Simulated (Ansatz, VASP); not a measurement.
## One calculation of SiC5, two programs

```
Si C
1.0
     2.53263    0.00000    0.00000
    -1.26632    2.19332    0.00000
     0.00000    0.00000   14.26973
Si C
1 5
Direct
  0.00000 0.00000 0.50000
  0.00000 0.00000 0.83333
  0.00000 0.00000 0.00000
  0.00000 0.00000 0.16667
  0.00000 0.00000 0.33333
  0.00000 0.00000 0.66667
```

Alike in both runs: task relaxation of cell and atoms; functional PBE; k mesh 6 × 6 × 2; occupations gaussian, width 0.1 eV; no spin polarisation.

|  | VASP | Ansatz |
| --- | --- | --- |
| version | VASP 6.6.1 | Ansatz 0.2.0 |
| potentials or method | VASP PAW PBE potentials, release 64 (Si, C), cutoff 600 eV | scalar-relativistic, plane waves, PAW |
| valence electrons in the cell | 24 | 24 |

```csv
,VASP,Ansatz,Ansatz less VASP
"gap on the k mesh at the Fermi level, each at its own relaxed structure (eV)",none,none,-
relaxed volume (Å³/atom),12.67,13.02,+0.350
relaxed cell length with the largest relative difference (Å),3.203,3.247,+0.0438
```

A gap of «none» marks a metal or a gap that the smearing closes.

The k mesh is coarse, so the values compare programs but aren't converged.
